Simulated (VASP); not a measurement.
# Ti (Amm2) in VASP: a series of runs

The runs below take Ti through single point, with PBE.

Program: VASP 6.6.1. These are calculated values, not measurements. Logs are shortened: lines on timing, memory, paths and dates and some standing lists are left out, and cuts for length are marked.

## Step 1: The cell of the first run

The structure is orthorhombic, space group Amm2 (No. 38). Conventional cell: a = 2.903 Å, b = 4.694 Å, c = 8.130 Å, α = 90.00°, β = 90.00°, γ = 90.00°. Ti (site symmetry mm2) has 14 Ti at 2.87 to 3.28 Å within 3.8 Å. Ti (site symmetry mm2) has 11 Ti at 2.71 to 3.28 Å within 3.6 Å. Ti (site symmetry mm2) has 11 Ti at 2.71 to 3.18 Å within 3.6 Å.

## Step 2: Single point, PBE (atoms displaced along a vibrational mode, the cell strained)

INCAR

```
PREC = Accurate
ENCUT = 500
EDIFF = 1E-6
ISMEAR = 0
SIGMA = 0.15
LREAL = False
LASPH = True
NELM = 120
ALGO = Normal
ISIF = 2
LWAVE = False
LCHARG = False
GGA = PE
NBANDS = 25
GGA_COMPAT = False
```

KPOINTS

```
Automatic mesh
0
Gamma
  12 12 14
```

POSCAR

```
Ti
1.0
    4.6935762499      0.0000000000      0.0000000000
   -2.3467881249      4.0647562670      0.0000000000
    0.0000000000      0.0000000000      2.9025556040
Ti
3
Direct
   -0.0190008318     -0.0380016635      0.0000000000
    0.3428337492      0.6856674984      0.5000000000
    0.6761670825      0.3523341651      0.5000000000
```

Potentials or basis: VASP PAW PBE potentials, release 64 (Ti_sv).

On the command line:

```bash
$ cat potpaw_PBE.64/Ti_sv/POTCAR > POTCAR
$ mpirun -np 1 vasp_std > vasp.out
```

OUTCAR:

```text
PREC = Accurate
   ENCUT = 500
   EDIFF = 1E-6
   ISMEAR = 0
   LREAL = False
   LASPH = True
   NELM = 120
   ISIF = 2
   GGA = PE

 ion  position               nearest neighbor table
   1  0.981  0.962  0.000-   3 2.87   3 2.87
   2  0.343  0.686  0.500-   3 2.71   3 2.71   3 2.71
   3  0.676  0.352  0.500-   2 2.71   2 2.71   2 2.71   1 2.87   1 2.87

  LATTYP: Found a hexagonal cell.
 ALAT       =     4.6935762499
 C/A-ratio  =     0.6184102376

  Lattice vectors:

 A1 = (   4.6935762499,   0.0000000000,   0.0000000000)
 A2 = (  -2.3467881249,   4.0647562670,   0.0000000000)
 A3 = (   0.0000000000,   0.0000000000,   2.9025556040)

Analysis of symmetry for initial positions (statically):
=====================================================================
 Subroutine PRICEL returns:
 Original cell was already a primitive cell.

 Routine SETGRP: Setting up the symmetry group for a
 hexagonal supercell.

 Subroutine GETGRP returns: Found  4 space group operations
 (whereof  4 operations were pure point group operations)
 out of a pool of 24 trial point group operations.

The static configuration has the point symmetry C_2v.

Analysis of symmetry for dynamics (positions and initial velocities):
=====================================================================
 Subroutine PRICEL returns:
 Original cell was already a primitive cell.

 Routine SETGRP: Setting up the symmetry group for a
 hexagonal supercell.

 Subroutine GETGRP returns: Found  4 space group operations
 (whereof  4 operations were pure point group operations)
 out of a pool of 24 trial point group operations.

The dynamic configuration has the point symmetry C_2v.

 Subroutine INISYM returns: Found  4 space group operations
 (whereof  4 operations are pure point group operations),
 and found     1 'primitive' translations

----------------------------------------------------------------------------------------

                                     Primitive cell

  volume of cell :      55.3757

  direct lattice vectors                    reciprocal lattice vectors
     4.693576250  0.000000000  0.000000000     0.213057154  0.123008605  0.000000000
    -2.346788125  4.064756267  0.000000000     0.000000000  0.246017211  0.000000000
     0.000000000  0.000000000  2.902555604     0.000000000  0.000000000  0.344523977

  length of vectors
     4.693576250  4.693576250  2.902555604     0.246017211  0.246017211  0.344523977

  position of ions in fractional coordinates (direct lattice)
     0.980999168  0.961998337  0.000000000
     0.342833749  0.685667498  0.500000000
     0.676167083  0.352334165  0.500000000

  ion indices of the primitive-cell ions
   primitive index   ion index
                 1           1
                 2           2
                 3           3

----------------------------------------------------------------------------------------

 KPOINTS: Automatic mesh

Automatic generation of k-mesh.
 Grid dimensions read from file:
 generate k-points for:   12   12   14

 Generating k-lattice:

  Cartesian coordinates                     Fractional coordinates (reciprocal lattice)
     0.017754763  0.010250717  0.000000000     0.083333333  0.000000000  0.000000000
     0.000000000  0.020501434  0.000000000     0.000000000  0.083333333  0.000000000
     0.000000000  0.000000000  0.024608855     0.000000000  0.000000000  0.071428571

  Length of vectors
     0.020501434  0.020501434  0.024608855

  Shift w.r.t. Gamma in fractional coordinates (k-lattice)
     0.000000000  0.000000000  0.000000000

 Subroutine IBZKPT returns following result:
 ===========================================

 Found    344 irreducible k-points:

 Following reciprocal coordinates:
            Coordinates               Weight
  0.000000  0.000000  0.000000      1.000000
  0.083333  0.000000  0.000000      4.000000
  0.000000  0.083333  0.000000      2.000000
  0.166667  0.000000  0.000000      4.000000
  0.000000  0.166667  0.000000      2.000000
  0.250000  0.000000  0.000000      4.000000
[... 16 lines left out ...]
 -0.083333  0.416667  0.000000      4.000000
 -0.416667  0.333333  0.000000      4.000000
 [... further k-points ...]
   k-points           NKPTS =    344   k-points in BZ     NKDIM =    344   number of bands    NBANDS=     25
   number of dos      NEDOS =    301   number of ions     NIONS =      3
   total plane-waves  NPLWV =  31104
   dimension x,y,z NGX =    36 NGY =   36 NGZ =   24
   dimension x,y,z NGXF=    72 NGYF=   72 NGZF=   48
   ions per type =               3
   NGX,Y,Z   is equivalent  to a cutoff of  12.75, 12.75, 13.75 a.u.
   NGXF,Y,Z  is equivalent  to a cutoff of  25.50, 25.50, 27.49 a.u.
 SYSTEM =  unknown system
   PREC   = accura    normal or accurate (medium, high low for compatibility)
   ISTART =      0    job   : 0-new  1-cont  2-samecut
   ICHARG =      2    charge: 1-file 2-atom 10-const
   ISPIN  =      1    spin polarized calculation?
   LNONCOLLINEAR =      F non collinear calculations
   LSORBIT =      F    spin-orbit coupling
   LASPH  =      T    aspherical Exc in radial PAW
   ENCUT  =  500.0 eV  36.75 Ry    6.06 a.u.   8.56  8.56  5.29*2*pi/ulx,y,z
   NELM   =    120;   NELMIN=  2; NELMDL= -5     # of ELM steps
   EDIFF  = 0.1E-05   stopping-criterion for ELM
   LREAL  =      F    real-space projection
   EDIFFG = 0.1E-04   stopping-criterion for IOM
   NSW    =      0    number of steps for IOM
   IBRION =     -1    ionic relax: 0-MD 1-quasi-New 2-CG
   NFREE  =      0    steps in history (QN), initial steepest desc. (CG)
   ISIF   =      2    stress and relaxation
   ISYM   =      2    0-nonsym 1-usesym 2-fastsym
   POTIM  = 0.5000    time-step for ionic-motion
   TEBEG  =    0.0;   TEEND  =   0.0 temperature during run
   PSTRESS=    0.0 pullay stress
   NELECT =      36.0000    total number of electrons
   NUPDOWN=      -1.0000    fix difference up-down
   EMIN   =  10.00;   EMAX   =-10.00  energy-range for DOS
   EFERMI =   0.00;   METHOD = LEGACY
   ISMEAR =     0;   SIGMA  =   0.15  broadening in eV -4-tet -1-fermi 0-gaus
   EFERMI_NEDOS =   21; number of points for ismear=-14 and -15
   IALGO  =     38    algorithm
   IMIX   =      4    mixing-type and parameters
     AMIX     =   0.40;   BMIX     =  1.00
     AMIX_MAG =   1.60;   BMIX_MAG =  1.00
  volume/ion in A,a.u.               =      18.46       124.56
  Fermi-wavevector in a.u.,A,eV,Ry     =   1.418195  2.680000 27.365094  2.011278
  Thomas-Fermi vector in A             =   2.539346
   LORBIT       =      0    0 simple, 1 ext, 2 COOP (PROOUT), +10 PAW based schemes
   GGA     = PE    functional components
   LHFCALC =     F    Hartree Fock is set to
   AEXX    =    0.0000 exact exchange contribution
   IVDW    =     0    specifies the selected vdW correction
   LEPSILON=     F    determine dielectric tensor
   LRPA    =     F    only Hartree local field effects (RPA)
 non-spin polarized calculation
 Gauss-broadening in eV      SIGMA  =   0.15
  energy-cutoff  :      500.00
  volume of cell :       55.38
 maximum number of plane-waves:      1432
 NGX is ok and might be reduce to    36
   NGX = 17   NGY = 17   NGZ = 11

 number of electron      36.0000002 magnetization

 Free energy of the ion-electron system (eV)
  ---------------------------------------------------
  ext. energy  EPLUGINS =         0.00000000
  ---------------------------------------------------
  free energy    TOTEN  =       -23.38442320 eV

  energy without entropy =      -23.35317628  energy(sigma->0) =      -23.36879974

 E-fermi :   7.5861     XC(G=0): -11.1999

 val. band max:        7.5837922008   @ k =   0.4167   0.0000   0.0714
 cond. band min:       7.5883649524   @ k =   0.5000   0.2500   0.2857
 fundamental gap:      0.0045727516
 Fermi energy:         7.5861171801

 k-point     1 :       0.0000    0.0000    0.0000
  band No.  band energies     occupation
      1     -49.3866      2.00000
      2     -49.1739      2.00000
      3     -49.0522      2.00000
      4     -25.7205      2.00000
      5     -25.7130      2.00000
      6     -25.5556      2.00000
[... 17 lines left out ...]
     24       9.0254      0.00000
     25       9.5857      0.00000

 k-point     2 :       0.0833    0.0000    0.0000
  band No.  band energies     occupation
      1     -49.3859      2.00000
      2     -49.1727      2.00000
      3     -49.0542      2.00000
      4     -25.7465      2.00000
      5     -25.6924      2.00000
      6     -25.5781      2.00000
[... 17 lines left out ...]
     24       9.1620      0.00000
     25       9.4567      0.00000

 k-point     3 :       0.0000    0.0833    0.0000
  band No.  band energies     occupation
      1     -49.3860      2.00000
      2     -49.1726      2.00000
      3     -49.0542      2.00000
      4     -25.7258      2.00000
      5     -25.7232      2.00000
      6     -25.5454      2.00000
[... 17 lines left out ...]
     24       8.9666      0.00000
     25       9.6674      0.00000

 k-point     4 :       0.1667    0.0000    0.0000
  band No.  band energies     occupation
      1     -49.3840      2.00000
      2     -49.1688      2.00000
      3     -49.0601      2.00000
      4     -25.7703      2.00000
      5     -25.6899      2.00000
      6     -25.5697      2.00000
[... 17 lines left out ...]
     24       9.1331      0.00000
     25       9.5717      0.00000
[... 477 lines left out ...]
 k-point    22 :       0.3333    0.0833    0.0000
  band No.  band energies     occupation
      1     -49.3778      2.00000
      2     -49.1483      2.00000
      3     -49.0874      2.00000
      4     -25.7984      2.00000
      5     -25.6891      2.00000
      6     -25.5242      2.00000
[... 17 lines left out ...]
     24       9.7702      0.00000
     25       9.7926      0.00000

 k-point    23 :      -0.0833    0.4167    0.0000
  band No.  band energies     occupation
      1     -49.3785      2.00000
      2     -49.1473      2.00000
      3     -49.0877      2.00000
      4     -25.7942      2.00000
      5     -25.7080      2.00000
      6     -25.5018      2.00000
[... 17 lines left out ...]
     24       9.6368      0.00000
     25       9.8008      0.00000

 k-point    24 :      -0.4167    0.3333    0.0000
  band No.  band energies     occupation
      1     -49.3777      2.00000
      2     -49.1485      2.00000
      3     -49.0873      2.00000
      4     -25.8004      2.00000
      5     -25.6835      2.00000
      6     -25.5243      2.00000
[... 17 lines left out ...]
     24       9.7816      0.00000
     25       9.8392      0.00000

 [... further k-points ...]

------------------------ aborting loop because EDIFF is reached ----------------------------------------

  FORCE on cell =-STRESS in cart. coord.  units (eV):
  Direction    XX          YY          ZZ          XY          YZ          ZX
  --------------------------------------------------------------------------------------
  -------------------------------------------------------------------------------------
  Total       -2.2192043     -1.7334128     -2.5827624     -0.0000000      0.0000000      0.0000000
  in kB      -64.2079699    -50.1526221    -74.7267503     -0.0000000      0.0000000      0.0000000
  external PRESSURE =     -63.0291141 kB  Pullay stress =       0.0000000 kB

 VOLUME and BASIS-vectors are now :
 -----------------------------------------------------------------------------
  energy-cutoff  :      500.00
  volume of cell :       55.38
      direct lattice vectors                 reciprocal lattice vectors
     4.693576250  0.000000000  0.000000000     0.213057154  0.123008605  0.000000000
    -2.346788125  4.064756267  0.000000000     0.000000000  0.246017211  0.000000000
     0.000000000  0.000000000  2.902555604     0.000000000  0.000000000  0.344523977

 POSITION                                       TOTAL-FORCE (eV/Angst)
 -----------------------------------------------------------------------------------
      2.34679      3.91029      0.00000         0.000000      0.614165      0.000000
      0.00000      2.78707      1.45128        -0.000000     -0.188439      0.000000
      2.34679      1.43215      1.45128        -0.000000     -0.425726      0.000000
 -----------------------------------------------------------------------------------
    total drift:                                0.000001      0.000631     -0.000000

  FREE ENERGIE OF THE ION-ELECTRON SYSTEM (eV)
  ---------------------------------------------------
  free  energy   TOTEN  =       -23.3844232011 eV

  energy  without entropy=      -23.3531762776  energy(sigma->0) =      -23.36879974
```

Wall time 3.1 min (1 thread of Intel Xeon 6975P-C (Granite Rapids), shared host); peak memory 0.44 GiB.

Results:

| Property | Result |
| --- | --- |
| Free energy | -23.3844 eV |
| Pressure | -6.3 GPa |
| Largest force | 0.614 eV/Å |
| Band gap on the k mesh | zero (bands 18 and 19 overlap by 0.29 eV) |

Forces in eV/Å, atoms in the order of the input:
```
Ti   0.000  0.614  0.000
Ti   0.000 -0.188  0.000
Ti   0.000 -0.426  0.000
```

Caveat: the cell differs from its parent crystal (atoms displaced along a vibrational mode, the cell strained); the cell stands under tension.

## Step 3: Single point, PBE (atoms displaced along a vibrational mode, the cell strained)

INCAR

```
SYSTEM = Ti
PREC = Accurate
ENCUT = 500
EDIFF = 1E-6
ISMEAR = 0
SIGMA = 0.15
LREAL = .FALSE.
LASPH = .TRUE.
NELM = 120
ALGO = Normal
ISIF = 2
LWAVE = .FALSE.
LCHARG = .TRUE.
GGA = PE
LELF = .TRUE.
LVHAR = .TRUE.
NBANDS = 25
GGA_COMPAT = .FALSE.
```

KPOINTS

```
Automatic mesh
0
G
  12 12 14
  0 0 0
```

POSCAR

```
Ti
1.0
    4.4646213109      0.0000000000      0.0000000000
   -2.2323106554      3.8664754735      0.0000000000
    0.0000000000      0.0000000000      2.7609675258
Ti
3
Direct
   -0.0284949435     -0.0569898869      0.0000000000
    0.3475808051      0.6951616101      0.5000000000
    0.6809141384      0.3618282768      0.5000000000
```

Potentials or basis: VASP PAW PBE potentials, release 64 (Ti_sv).

On the command line:

```bash
$ cat potpaw_PBE.64/Ti_sv/POTCAR > POTCAR
$ mpirun -np 1 vasp_std > vasp.out
```

Run time: 3.9 min. Hardware: 1 thread of Intel Xeon Platinum 8488C (Sapphire Rapids), shared host; peak memory 0.39 GiB.

It converged, with:

```yaml
Free_energy: -23.1329 eV
Pressure: 12.7 GPa
Largest_force: 2.155 eV/Å
Band_gap_on_the_k_mesh: zero (bands 18 and 19 overlap by 0.49 eV)
```

Forces on the atoms (eV/Å):
```
Ti   0.000  2.155  0.000
Ti   0.000 -0.651  0.000
Ti   0.000 -1.504  0.000
```

Stress tensor (GPa, compression positive):
```
12.34  0.00  0.00
 0.00 14.84  0.00
 0.00  0.00 10.93
```

Levels at points of the mesh, in eV from the Fermi level:
```csv
k point,band 14,band 15,band 16,band 17,band 18,band 19,band 20,band 21,band 22,band 23
"(0.00, 0.00, 0.00)",-2.30,-0.93,-0.89,-0.50,-0.49,0.12,1.03,1.43,1.45,1.48
"(0.50, 0.00, 0.00)",-3.55,-2.80,-1.01,-0.45,-0.26,0.21,0.76,0.98,1.39,2.03
"(0.00, 0.50, 0.00)",-3.52,-2.73,-0.99,-0.85,-0.11,0.73,0.79,0.98,1.43,1.71
"(0.00, 0.00, 0.50)",-2.27,-2.18,-1.75,-1.65,-1.63,1.12,1.17,1.33,1.36,3.07
"(0.50, 0.00, 0.50)",-2.27,-1.94,-1.48,-0.76,-0.50,0.37,1.12,1.14,1.32,2.44
"(0.00, 0.50, 0.50)",-2.21,-1.97,-1.19,-0.74,-0.57,0.66,0.86,0.88,1.00,2.55
```

Caveat: the cell differs from its parent crystal (atoms displaced along a vibrational mode, the cell strained); the cell stands under pressure; forces of over 1 eV/Å act on the atoms, so gaps and moduli don't describe the material at rest.
